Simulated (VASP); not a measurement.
Wanted: the native input for a VASP 6.6.1 run.

```yaml
Task: single point
Functional: PBE
Potentials_or_basis: VASP PAW PBE potentials, release 64 (Pt)
Cutoff: 520 eV
k_mesh: 20 × 20 × 20
Occupations: gaussian, width 0.15 eV
Spin: no spin polarisation
Dipole_correction: no
Further_INCAR_settings: ALGO = Fast; EDIFF = 1e-06; NBANDS = 11
```

The structure of Pt lies in POSCAR:

```
Pt
1.0
    0.0000000000      1.8600050000      1.8600050000
    1.8600050000      0.0000000000      1.8600050000
    1.8600050000      1.8600050000      0.0000000000
Pt
1
Direct
    0.0000000000      0.0000000000      0.0000000000
```

This cell differs from its parent crystal: strain -0.050 along x and y, -0.050 along z.

These files were run (other wordings do the same):

INCAR

```
SYSTEM = Pt
PREC     = Accurate       ! precision mode
ENCUT    = 520            ! plane-wave cutoff, eV
EDIFF    = 1E-6           ! SCF threshold, eV
ISMEAR   = 0              ! smearing method
SIGMA    = 0.15           ! smearing width, eV
LREAL    = .FALSE.        ! projectors in reciprocal space
LASPH    = .TRUE.         ! aspherical terms in the spheres
NELM     = 80             ! most SCF steps
ALGO     = Fast           ! electronic algorithm
ISIF     = 2              ! what is computed and relaxed
LWAVE    = .FALSE.        ! write WAVECAR
LCHARG   = .FALSE.        ! write CHGCAR
GGA      = PE             ! functional
NBANDS   = 11             ! bands
```

KPOINTS

```
regular mesh
0
G
  20 20 20
  0 0 0
```

Potentials or basis: VASP PAW PBE potentials, release 64 (Pt).

The run is started by

```bash
$ cat potpaw_PBE.64/Pt/POTCAR > POTCAR
$ mpirun -np 1 vasp_std > vasp.out
```

It gave:

```
Pressure               : 81.3 GPa
Band gap on the k mesh : zero (band 5 reaches 15.30 eV, above the bottom of band 6 at 12.34 eV)
```

Caveat: the cell differs from its parent crystal (strain -0.050 along x and y, -0.050 along z); spin-orbit coupling is left out, which moves the levels of the heavy elements.

Wall time 100 s on 1 thread of AMD EPYC 7R13 (shared host), peak memory 0.12 GiB.
